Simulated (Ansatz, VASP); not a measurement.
## One calculation of NaI, two programs

File INCAR:

```
SYSTEM = NaI
ALGO     = Normal         ! electronic algorithm
EDIFF    = 1E-6           ! SCF threshold, eV
ENCUT    = 520            ! plane-wave cutoff, eV
GGA      = CA             ! functional
ISIF     = 2              ! what is computed and relaxed
ISMEAR   = 0              ! smearing method
LASPH    = .TRUE.         ! aspherical terms in the spheres
LCHARG   = .TRUE.         ! write CHGCAR
LELF     = .TRUE.         ! ELF
LREAL    = .FALSE.        ! projectors in reciprocal space
LVHAR    = .TRUE.       
LWAVE    = .FALSE.        ! write WAVECAR
NBANDS   = 14             ! bands
NELM     = 100            ! most SCF steps
PREC     = Accurate       ! precision mode
SIGMA    = 0.05           ! smearing width, eV
```

Contents of KPOINTS:

```
k-points
0
G
  8 8 8
  0 0 0
```

The input POSCAR:

```
NaI
1.0
    0.0000000000      3.6329190531      2.5684737705
    3.6329190531      0.0000000000      2.5684737705
    3.6329190531      3.6329190531      0.0000000000
Na I
1 1
Direct
    0.0000000000      0.0000000000      0.0000000000
    0.5000000000      0.5000000000      0.5000000000
```

Input for Ansatz:

```yaml
crystal:
  lattice:
    - [0.0, 3.6329190531, 2.5684737705]
    - [3.6329190531, 0.0, 2.5684737705]
    - [3.6329190531, 3.6329190531, 0.0]
  atoms:
    - { symbol: Na, position: [0.0, 0.0, 0.0] }
    - { symbol: I, position: [0.5, 0.5, 0.5] }
basis:
  ecutwfc: 420
kpoints:
  mp_grid: { grid: [8, 8, 8] }
hamiltonian:
  xc: lda
scf:
  occupations: { method: gaussian, width: 0.05 }
output:
  forces: true
  stress: true
  eigenvalues: true
```

Alike in both runs: task single point; functional LDA; k mesh 8 × 8 × 8; occupations gaussian, width 0.05 eV; no spin polarisation.

|  | VASP | Ansatz |
| --- | --- | --- |
| version | VASP 6.6.1 | Ansatz 0.2.0 |
| potentials or method | VASP PAW LDA potentials, release 64 (Na_pv, I), cutoff 520 eV | scalar-relativistic, plane waves, PAW |
| valence electrons in the cell | 14 | 26 |

VASP gave:

* gap on the k mesh at the Fermi level (eV): 3.39
* least direct gap on the mesh (eV): 3.39
* pressure (GPa): 4.6
* traceless stress, the component that is largest in VASP (GPa): 13.01

What did Ansatz give for the same quantities?

gap on the k mesh at the Fermi level (eV): 3.38; least direct gap on the mesh (eV): 3.38; pressure (GPa): 4.6; traceless stress, the component that is largest in VASP (GPa): 12.91.

LDA's correlation is that of Perdew and Zunger in VASP and of Perdew and Wang (1992) in Ansatz. VASP's potentials hold 14 valence electrons a cell and Ansatz's 26, so a difference there can come from the potentials and not from the codes.

Spin-orbit coupling is off throughout.
